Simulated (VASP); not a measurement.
Runs of VASP 6.6.1 on AlAs. The structure is that of space group F-43m (No. 216), or close to it. The cells are those of the table. 

```tsv
task	level	potentials or basis	cell	k mesh	cutoff (eV)	smearing	GW scheme	GW iterations	cutoff of the response function	frequency points	empty bands	gap on the mesh (eV)	pressure (GPa)	relaxed volume (Å³/atom)
single point	LDA	VASP PAW LDA potentials, release 64 (Al, As)	a = 3.980 Å, angles 60.0°, 2 atoms	8 × 8 × 8	500	fermi-dirac 0.02 eV	-	-	-	-	-	1.31	(b)	-
single point	PBE	VASP PAW PBE potentials, release 64 (Al, As)	a = 4.015 Å, angles 60.0°, 2 atoms	4 × 4 × 4	500	gaussian 0.01 eV	-	-	-	-	-	1.43	2.4	-
single point	PBE	VASP PAW PBE potentials, release 64 (Al, As)	a = 4.051 Å, angles 60.0°, 2 atoms	8 × 8 × 8	500	fermi-dirac 0.02 eV	-	-	-	-	-	1.49	0.2	-
single point	r2SCAN	VASP PAW PBE potentials, release 64 (Al, As)	a = 4.015 Å, angles 60.0°, 2 atoms	8 × 8 × 8	550	fermi-dirac 0.02 eV	-	-	-	-	-	1.81	0.0	-
relaxation of cell and atoms	PBEsol	VASP PAW PBE potentials, release 64 (Al, As)	relaxed from a = 4.051 Å, angles 60.0°, 2 atoms	8 × 8 × 8	500	fermi-dirac 0.02 eV	-	-	-	-	-	1.34	0.0	22.93
single point	PBE	VASP PAW PBE potentials, release 64 (Al, As)	a = 4.015 Å, angles 60.0°, 2 atoms	8 × 8 × 8	500	fermi-dirac 0.02 eV	-	-	-	-	-	(a)	2.1	-
single point	LDA	VASP PAW LDA potentials, release 64 (Al, As)	a = 4.015 Å, angles 60.0°, 2 atoms	8 × 8 × 8	500	gaussian 0.01 eV	-	-	-	-	-	1.35	-1.5	-
relaxation of cell and atoms	LDA	VASP PAW LDA potentials, release 64 (Al, As)	relaxed from a = 4.051 Å, angles 60.0°, 2 atoms	8 × 8 × 8	500	fermi-dirac 0.02 eV	-	-	-	-	-	1.32	0.0	22.40
single point	PBEsol	VASP PAW PBE potentials, release 64 (Al, As)	a = 4.013 Å, angles 60.0°, 2 atoms	8 × 8 × 8	500	fermi-dirac 0.02 eV	-	-	-	-	-	1.33	0.3	-
```

Alike in all rows: no spin polarisation.

Estimate the missing entries.

(a) 1.45; (b) 0.4.

Caveats: some runs use coarse meshes; the PAW data sets were made with another functional, which shifts forces and pressure a little (some runs).

A k mesh can miss the band edges, and the runs leave out spin-orbit coupling on As.
